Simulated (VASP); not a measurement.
# Cr (P6_3/mmc) in VASP: further runs

Cr is run at these levels: PBEsol, B3LYP, LDA; tasks: single point.

All numbers are computed with VASP 6.6.1; they aren't measurements. Logs are shortened: lines on timing, memory, paths and dates and some standing lists are left out, and cuts for length are marked.

### Step 1. The cell of the first run

The structure is hexagonal, space group P6_3/mmc (No. 194). The conventional cell has a = 2.767 Å, b = 2.767 Å, c = 4.496 Å, α = 90.00°, β = 90.00°, γ = 120.00°. Cr (site symmetry -6m2) has 12 Cr at 2.76 to 2.77 Å within 3.6 Å.

This isn't the form of Cr at room conditions, which is bcc.

### Step 2. Single point, PBEsol, collinear spin, ferromagnetic start (14.91 Å³/atom)

The input, INCAR:

```
SYSTEM = Cr
PREC = Accurate
ENCUT = 520
EDIFF = 1E-6
ISMEAR = -1
SIGMA = 0.05
LREAL = .False.
LASPH = .True.
NELM = 150
ALGO = Normal
ISIF = 2
LWAVE = .False.
LCHARG = .True.
ISPIN = 2
MAGMOM = 3 3
LORBIT = 11
LMAXMIX = 4
GGA = PS
LELF = .True.
LVHAR = .True.
NBANDS = 23
```

The input, KPOINTS:

```
Automatic mesh
0
Gamma
  11 11 6
  0 0 0
```

The input, POSCAR:

```
Cr
1.0
    2.7672292001      0.0000000000      0.0000000000
   -1.3836146000      2.3964907854      0.0000000000
    0.0000000000      0.0000000000      4.4964925469
Cr
2
Direct
    0.6666666667      0.3333333333      0.7500000000
    0.3333333333      0.6666666667      0.2500000000
```

Potentials or basis: VASP PAW PBE potentials, release 64 (Cr_pv).

The run is started by

```sh
$ cat potpaw_PBE.64/Cr_pv/POTCAR > POTCAR
$ mpirun -np 1 vasp_std > vasp.out
```

OUTCAR:

```text
SYSTEM = Cr
   PREC = Accurate
   ENCUT = 520
   EDIFF = 1E-6
   ISMEAR = -1
   LREAL = .False.
   LASPH = .True.
   NELM = 150
   ISIF = 2
   ISPIN = 2
   LORBIT = 11
   GGA = PS

 ion  position               nearest neighbor table
   1  0.667  0.333  0.750-   2 2.76   2 2.76   2 2.76   2 2.76   2 2.76   2 2.76
   2  0.333  0.667  0.250-   1 2.76   1 2.76   1 2.76   1 2.76   1 2.76   1 2.76

  LATTYP: Found a hexagonal cell.
 ALAT       =     2.7672292001
 C/A-ratio  =     1.6249078850

  Lattice vectors:

 A1 = (   2.7672292001,   0.0000000000,   0.0000000000)
 A2 = (  -1.3836146000,   2.3964907854,   0.0000000000)
 A3 = (   0.0000000000,   0.0000000000,   4.4964925469)

Analysis of symmetry for initial positions (statically):
=====================================================================
 Subroutine PRICEL returns:
 Original cell was already a primitive cell.

 Routine SETGRP: Setting up the symmetry group for a
 hexagonal supercell.

 Subroutine GETGRP returns: Found 24 space group operations
 (whereof 12 operations were pure point group operations)
 out of a pool of 24 trial point group operations.

The static configuration has the point symmetry D_3d.
 The point group associated with its full space group is D_6h.

Analysis of symmetry for dynamics (positions and initial velocities):
=====================================================================
 Subroutine PRICEL returns:
 Original cell was already a primitive cell.

 Routine SETGRP: Setting up the symmetry group for a
 hexagonal supercell.

 Subroutine GETGRP returns: Found 24 space group operations
 (whereof 12 operations were pure point group operations)
 out of a pool of 24 trial point group operations.

The dynamic configuration has the point symmetry D_3d.
 The point group associated with its full space group is D_6h.

Analysis of structural, dynamic, and magnetic symmetry:
=====================================================================
 Subroutine PRICEL returns:
 Original cell was already a primitive cell.

 Routine SETGRP: Setting up the symmetry group for a
 hexagonal supercell.

 Subroutine GETGRP returns: Found 24 space group operations
 (whereof 12 operations were pure point group operations)
 out of a pool of 24 trial point group operations.

The overall configuration has the point symmetry D_3d.
 The point group associated with its full space group is D_6h.

 Subroutine INISYM returns: Found 24 space group operations
 (whereof 12 operations are pure point group operations),
 and found     1 'primitive' translations

----------------------------------------------------------------------------------------

                                     Primitive cell

  volume of cell :      29.8191

  direct lattice vectors                    reciprocal lattice vectors
     2.767229200  0.000000000  0.000000000     0.361372307  0.208638399  0.000000000
    -1.383614600  2.396490785  0.000000000     0.000000000  0.417276797  0.000000000
     0.000000000  0.000000000  4.496492547     0.000000000  0.000000000  0.222395565

  length of vectors
     2.767229200  2.767229200  4.496492547     0.417276797  0.417276797  0.222395565

  position of ions in fractional coordinates (direct lattice)
     0.666666667  0.333333333  0.750000000
     0.333333333  0.666666667  0.250000000

  ion indices of the primitive-cell ions
   primitive index   ion index
                 1           1
                 2           2

----------------------------------------------------------------------------------------

 KPOINTS: Automatic mesh

Automatic generation of k-mesh.
 Grid dimensions read from file:
 generate k-points for:   11   11    6

 Generating k-lattice:

  Cartesian coordinates                     Fractional coordinates (reciprocal lattice)
     0.032852028  0.018967127  0.000000000     0.090909091  0.000000000  0.000000000
     0.000000000  0.037934254  0.000000000     0.000000000  0.090909091  0.000000000
     0.000000000  0.000000000  0.037065927     0.000000000  0.000000000  0.166666667

  Length of vectors
     0.037934254  0.037934254  0.037065927

  Shift w.r.t. Gamma in fractional coordinates (k-lattice)
     0.000000000  0.000000000  0.000000000

 Subroutine IBZKPT returns following result:
 ===========================================

 Found     64 irreducible k-points:

 Following reciprocal coordinates:
            Coordinates               Weight
  0.000000  0.000000  0.000000      1.000000
  0.090909  0.000000  0.000000      6.000000
  0.181818  0.000000  0.000000      6.000000
  0.272727  0.000000  0.000000      6.000000
  0.363636  0.000000  0.000000      6.000000
  0.454545  0.000000  0.000000      6.000000
[... 16 lines left out ...]
  0.090909  0.090909  0.166667     12.000000
  0.181818  0.090909  0.166667     24.000000
 [... further k-points ...]
   k-points           NKPTS =     64   k-points in BZ     NKDIM =     64   number of bands    NBANDS=     23
   number of dos      NEDOS =    301   number of ions     NIONS =      2
   total plane-waves  NPLWV =  20736
   dimension x,y,z NGX =    24 NGY =   24 NGZ =   36
   dimension x,y,z NGXF=    48 NGYF=   48 NGZF=   72
   ions per type =               2
   NGX,Y,Z   is equivalent  to a cutoff of  14.42, 14.42, 13.31 a.u.
   NGXF,Y,Z  is equivalent  to a cutoff of  28.84, 28.84, 26.62 a.u.
 SYSTEM =  Cr
   PREC   = accura    normal or accurate (medium, high low for compatibility)
   ISTART =      0    job   : 0-new  1-cont  2-samecut
   ICHARG =      2    charge: 1-file 2-atom 10-const
   ISPIN  =      2    spin polarized calculation?
   LNONCOLLINEAR =      F non collinear calculations
   LSORBIT =      F    spin-orbit coupling
   LASPH  =      T    aspherical Exc in radial PAW
   ENCUT  =  520.0 eV  38.22 Ry    6.18 a.u.   5.15  5.15  8.36*2*pi/ulx,y,z
   NELM   =    150;   NELMIN=  2; NELMDL= -5     # of ELM steps
   EDIFF  = 0.1E-05   stopping-criterion for ELM
   LREAL  =      F    real-space projection
   EDIFFG = 0.1E-04   stopping-criterion for IOM
   NSW    =      0    number of steps for IOM
   IBRION =     -1    ionic relax: 0-MD 1-quasi-New 2-CG
   NFREE  =      0    steps in history (QN), initial steepest desc. (CG)
   ISIF   =      2    stress and relaxation
   ISYM   =      2    0-nonsym 1-usesym 2-fastsym
   POTIM  = 0.5000    time-step for ionic-motion
   TEBEG  =    0.0;   TEEND  =   0.0 temperature during run
   PSTRESS=    0.0 pullay stress
   NELECT =      24.0000    total number of electrons
   NUPDOWN=      -1.0000    fix difference up-down
   EMIN   =  10.00;   EMAX   =-10.00  energy-range for DOS
   EFERMI =   0.00;   METHOD = LEGACY
   ISMEAR =    -1;   SIGMA  =   0.05  broadening in eV -4-tet -1-fermi 0-gaus
   EFERMI_NEDOS =   21; number of points for ismear=-14 and -15
   IALGO  =     38    algorithm
   IMIX   =      4    mixing-type and parameters
     AMIX     =   0.40;   BMIX     =  1.00
     AMIX_MAG =   1.60;   BMIX_MAG =  1.00
  volume/ion in A,a.u.               =      14.91       100.61
  Fermi-wavevector in a.u.,A,eV,Ry     =   1.522814  2.877702 31.551418  2.318964
  Thomas-Fermi vector in A             =   2.631343
   LORBIT       =     11    0 simple, 1 ext, 2 COOP (PROOUT), +10 PAW based schemes
   GGA     = PS    functional components
   LHFCALC =     F    Hartree Fock is set to
   AEXX    =    0.0000 exact exchange contribution
   IVDW    =     0    specifies the selected vdW correction
   LEPSILON=     F    determine dielectric tensor
   LRPA    =     F    only Hartree local field effects (RPA)
 spin polarized calculation
  energy-cutoff  :      520.00
  volume of cell :       29.82
 maximum number of plane-waves:       815
 NGX is ok and might be reduce to    24
   NGX = 11   NGY = 11   NGZ = 17

 number of electron      24.0000004 magnetization       2.4796440

 Free energy of the ion-electron system (eV)
  ---------------------------------------------------
  ext. energy  EPLUGINS =         0.00000000
  ---------------------------------------------------
  free energy    TOTEN  =       -18.55974696 eV

  energy without entropy =      -18.52532455  energy(sigma->0) =      -18.54253576

 E-fermi :   7.5360     XC(G=0): -12.3696

 val. band max:        7.5337804705   @ k =   0.3636   0.0000   0.5000
 cond. band min:       7.5439308534   @ k =   0.1818   0.0000   0.0000
 fundamental gap:      0.0101503829
 Fermi energy:         7.5359984037

 spin component 1

 k-point     1 :       0.0000    0.0000    0.0000
  band No.  band energies     occupation
      1     -35.9438      1.00000
      2     -35.6481      1.00000
      3     -35.6481      1.00000
      4     -35.5926      1.00000
      5     -35.5926      1.00000
      6     -35.5433      1.00000
[... 15 lines left out ...]
     22      24.9377      0.00000
     23      27.4387      0.00000
[... 575 lines left out ...]
      1     -35.8710      1.00000
      2     -35.7635      1.00000
      3     -35.7477      1.00000
      4     -35.6839      1.00000
      5     -35.6295      1.00000
      6     -35.5826      1.00000
[... 15 lines left out ...]
     22      19.7471      0.00000
     23      21.5799      0.00000

 [... further k-points ...]

 spin component 2

 k-point     1 :       0.0000    0.0000    0.0000
  band No.  band energies     occupation
      1     -34.8426      1.00000
      2     -34.4836      1.00000
      3     -34.4836      1.00000
      4     -34.4292      1.00000
      5     -34.4268      1.00000
      6     -34.4268      1.00000
[... 15 lines left out ...]
     22      25.1791      0.00000
     23      27.7569      0.00000
[... 575 lines left out ...]
      1     -34.7625      1.00000
      2     -34.6078      1.00000
      3     -34.5912      1.00000
      4     -34.5230      1.00000
      5     -34.4672      1.00000
      6     -34.4613      1.00000
[... 15 lines left out ...]
     22      20.3557      0.00000
     23      22.1662      0.00000

 [... further k-points ...]

------------------------ aborting loop because EDIFF is reached ----------------------------------------

  FORCE on cell =-STRESS in cart. coord.  units (eV):
  Direction    XX          YY          ZZ          XY          YZ          ZX
  --------------------------------------------------------------------------------------
  -------------------------------------------------------------------------------------
  Total       -6.4308138     -6.4308138     -6.3242895     -0.0000000     -0.0000000      0.0000000
  in kB     -345.5268076   -345.5268076   -339.8032678     -0.0000000     -0.0000000      0.0000000
  external PRESSURE =    -343.6189610 kB  Pullay stress =       0.0000000 kB

 VOLUME and BASIS-vectors are now :
 -----------------------------------------------------------------------------
  energy-cutoff  :      520.00
  volume of cell :       29.82
      direct lattice vectors                 reciprocal lattice vectors
     2.767229200  0.000000000  0.000000000     0.361372307  0.208638399  0.000000000
    -1.383614600  2.396490785  0.000000000     0.000000000  0.417276797  0.000000000
     0.000000000  0.000000000  4.496492547     0.000000000  0.000000000  0.222395565

 POSITION                                       TOTAL-FORCE (eV/Angst)
 -----------------------------------------------------------------------------------
      1.38361      0.79883      3.37237        -0.000000      0.000000      0.000000
     -0.00000      1.59766      1.12412         0.000000      0.000000      0.000000
 -----------------------------------------------------------------------------------
    total drift:                               -0.000000      0.000000     -0.000000

  FREE ENERGIE OF THE ION-ELECTRON SYSTEM (eV)
  ---------------------------------------------------
  free  energy   TOTEN  =       -18.5597469632 eV

  energy  without entropy=      -18.5253245513  energy(sigma->0) =      -18.54253576

 total charge

# of ion       s       p       d       tot
------------------------------------------
    1        0.359   6.257   4.014  10.631
    2        0.359   6.257   4.014  10.631
--------------------------------------------------
tot          0.719  12.514   8.029  21.262

 magnetization (x)

# of ion       s       p       d       tot
------------------------------------------
    1        0.000   0.027   1.118   1.146
    2        0.000   0.027   1.118   1.146
--------------------------------------------------
tot          0.000   0.054   2.237   2.291
```

It took 1.9 min on 1 thread of Intel Xeon 8259CL, shared host; peak memory 0.21 GiB.

What came out:

* Free energy: -18.5597 eV
* Pressure: -34.4 GPa
* Net moment: 2.48 μB per cell
* Site moments: Cr +1.15 μB
* Valence electrons inside the program's atomic spheres: Cr 10.63

Levels at points of the mesh, in eV from the Fermi level:
Spin up:
```
           k point  band 9  band 10  band 11  band 12  band 13  band 14  band 15  band 16  band 17  band 18
(0.00, 0.00, 0.00)   -0.79    -0.79    -0.75    -0.46    -0.46    -0.08    -0.08     0.23     1.05     1.05
(0.00, 0.00, 0.50)   -1.20    -1.20    -0.85    -0.85    -0.85    -0.85     0.74     0.74     0.74     0.74
```
Spin down:
```
           k point  band 6  band 7  band 8  band 9  band 10  band 11  band 12  band 13  band 14  band 15
(0.00, 0.00, 0.00)  -41.96   -6.61   -2.84    0.13     0.23     0.23     0.59     0.59     0.63     1.06
(0.00, 0.00, 0.50)  -41.99   -4.70   -4.70   -0.41    -0.41     0.18     0.18     0.18     0.18     1.91
```

Caveat: the cell stands under tension; an empty level that is flat over the whole mesh can mark a ghost state of the potentials, or a narrow d or f band; the PAW data sets were made with another functional, which shifts forces and pressure a little.

### Step 3. Single point, B3LYP, collinear spin, ferromagnetic start

This run uses another cell than the first one, of 14.07 Å³/atom.

The input, POSCAR:

```
Cr
1.0
    2.7140000000      0.0000000000      0.0000000000
   -1.3570000000      2.3503929459      0.0000000000
    0.0000000000      0.0000000000      4.4100000000
Cr
2
Direct
    0.6666666667      0.3333333333      0.7500000000
    0.3333333333      0.6666666667      0.2500000000
```

The input, INCAR.step1:

```
SYSTEM = Cr
PREC = Accurate ; ENCUT = 520
EDIFF = 1E-5 ; ISMEAR = -1
SIGMA = 0.05 ; LREAL = .FALSE.
LASPH = .TRUE. ; NELM = 150
ALGO = Normal ; ISIF = 2
LWAVE = .TRUE. ; ISPIN = 2
MAGMOM = 3 3 ; LORBIT = 11
LMAXMIX = 4 ; NBANDS = 23
GGA = PE
```

The input, INCAR.step2:

```
SYSTEM = Cr
PREC = Accurate ; ENCUT = 520
EDIFF = 1E-6 ; ISMEAR = -1
SIGMA = 0.05 ; LREAL = .FALSE.
LASPH = .TRUE. ; NELM = 150
ALGO = Normal ; ISIF = 2
LWAVE = .FALSE. ; LCHARG = .TRUE.
ISPIN = 2 ; MAGMOM = 3 3
LORBIT = 11 ; LMAXMIX = 4
GGA = B3 ; LHFCALC = .TRUE.
AEXX = 0.2 ; AGGAX = 0.72
AGGAC = 0.81 ; ALDAC = 0.19
PRECFOCK = Normal ; LELF = .TRUE.
LVHAR = .TRUE. ; NBANDS = 23
ISTART = 1
```

The input, KPOINTS:

```
Automatic mesh
0
G
  6 6 3
  0 0 0
```

Potentials or basis: VASP PAW PBE potentials, release 64 (Cr_pv).

The run is started by

```sh
$ cat potpaw_PBE.64/Cr_pv/POTCAR > POTCAR
$ cp INCAR.step1 INCAR
$ mpirun -np 1 vasp_std > vasp.out
$ cp INCAR.step2 INCAR
$ mpirun -np 1 vasp_std > vasp.out
```

OUTCAR:

```text
SYSTEM = Cr
   PREC = Accurate
   ENCUT = 520
   EDIFF = 1E-6
   ISMEAR = -1
   LREAL = .FALSE.
   LASPH = .TRUE.
   NELM = 150
   ISIF = 2
   ISPIN = 2
   LORBIT = 11
   GGA = B3
   LHFCALC = .TRUE.
   AEXX = 0.2
   PRECFOCK = Normal
   ISTART = 1

 ion  position               nearest neighbor table
   1  0.667  0.333  0.750-   2 2.71   2 2.71   2 2.71   2 2.71   2 2.71   2 2.71
   2  0.333  0.667  0.250-   1 2.71   1 2.71   1 2.71   1 2.71   1 2.71   1 2.71

  LATTYP: Found a hexagonal cell.
 ALAT       =     2.7140000000
 C/A-ratio  =     1.6249078850

  Lattice vectors:

 A1 = (   2.7140000000,   0.0000000000,   0.0000000000)
 A2 = (  -1.3570000000,   2.3503929459,   0.0000000000)
 A3 = (   0.0000000000,   0.0000000000,   4.4100000000)

Analysis of symmetry for initial positions (statically):
=====================================================================
 Subroutine PRICEL returns:
 Original cell was already a primitive cell.

 Routine SETGRP: Setting up the symmetry group for a
 hexagonal supercell.

[... 561 lines left out ...]
      5     -36.1800      1.00000
      6     -36.1800      1.00000
[... 353 lines left out ...]
     22      19.7008      0.00000
     23      20.5541      0.00000

------------------------ aborting loop because EDIFF is reached ----------------------------------------

  FORCE on cell =-STRESS in cart. coord.  units (eV):
  Direction    XX          YY          ZZ          XY          YZ          ZX
  --------------------------------------------------------------------------------------
  -------------------------------------------------------------------------------------
  Total       -3.9004488     -3.9004488     -3.5755384      0.0000000      0.0000000      0.0000000
  in kB     -222.1448536   -222.1448536   -203.6400142      0.0000000      0.0000000      0.0000000
  external PRESSURE =    -215.9765738 kB  Pullay stress =       0.0000000 kB

 VOLUME and BASIS-vectors are now :
 -----------------------------------------------------------------------------
  energy-cutoff  :      520.00
  volume of cell :       28.13
      direct lattice vectors                 reciprocal lattice vectors
     2.714000000  0.000000000  0.000000000     0.368459838  0.212730387  0.000000000
    -1.357000000  2.350392946  0.000000000     0.000000000  0.425460773  0.000000000
     0.000000000  0.000000000  4.410000000     0.000000000  0.000000000  0.226757370

 POSITION                                       TOTAL-FORCE (eV/Angst)
 -----------------------------------------------------------------------------------
      1.35700      0.78346      3.30750         0.000000     -0.000000     -0.000000
     -0.00000      1.56693      1.10250        -0.000000      0.000000      0.000000
 -----------------------------------------------------------------------------------
    total drift:                               -0.000000      0.000000      0.000000

  FREE ENERGIE OF THE ION-ELECTRON SYSTEM (eV)
  ---------------------------------------------------
  free  energy   TOTEN  =       -20.9673155127 eV

  energy  without entropy=      -20.9633622968  energy(sigma->0) =      -20.96533890

 total charge

# of ion       s       p       d       tot
------------------------------------------
    1        0.398   6.292   4.071  10.762
    2        0.398   6.292   4.071  10.762
--------------------------------------------------
tot          0.796  12.585   8.143  21.524

 magnetization (x)

# of ion       s       p       d       tot
------------------------------------------
    1       -0.005   0.014   1.417   1.426
    2       -0.005   0.014   1.417   1.426
--------------------------------------------------
tot         -0.011   0.028   2.835   2.852
```

OSZICAR.step1:

```text
N       E                     dE             d eps       ncg     rms          rms(c)
DAV:   1     0.243674818419E+03    0.24367E+03   -0.13515E+04  1288   0.123E+03
DAV:   2    -0.117570311806E+02   -0.25543E+03   -0.24654E+03  1323   0.374E+02
DAV:   3    -0.196121804914E+02   -0.78551E+01   -0.77919E+01  1638   0.769E+01
DAV:   4    -0.196859991700E+02   -0.73819E-01   -0.73726E-01  1435   0.748E+00
DAV:   5    -0.196870543551E+02   -0.10552E-02   -0.10546E-02  1400   0.871E-01    0.192E+01
DAV:   6    -0.175813849969E+02    0.21057E+01   -0.11478E+01  1393   0.357E+01    0.552E+00
DAV:   7    -0.177436629255E+02   -0.16228E+00   -0.50014E-01  1414   0.625E+00    0.252E+00
DAV:   8    -0.177486659829E+02   -0.50031E-02   -0.13793E-02  1393   0.976E-01    0.786E-01
DAV:   9    -0.177396381124E+02    0.90279E-02   -0.69806E-03  1407   0.646E-01    0.286E-01
DAV:  10    -0.177397975024E+02   -0.15939E-03   -0.12974E-03  1365   0.303E-01    0.105E-01
DAV:  11    -0.177398559295E+02   -0.58427E-04   -0.90395E-05  1428   0.868E-02    0.275E-02
DAV:  12    -0.177398599663E+02   -0.40368E-05   -0.12535E-05  1140   0.245E-02
   1 F= -.17739860E+02 E0= -.17728259E+02  d E =-.232014E-01  mag=     2.4287
```

It took 2 h on 1 thread of Intel Xeon Platinum 8259CL at 2.50GHz (Skylake/Cascade Lake), shared host; peak memory 0.17 GiB.

Results:

- Free energy: -20.9673 eV
- Pressure: -21.6 GPa
- Net moment: 2.98 μB per cell
- Site moments: Cr +1.43 μB
- Valence electrons inside the program's atomic spheres: Cr 10.76

Caveat: the k points lie up to 0.47 Å⁻¹ apart; the PAW data sets were made with another functional, which shifts forces and pressure a little.

(Part 1 of 2 ends here.)
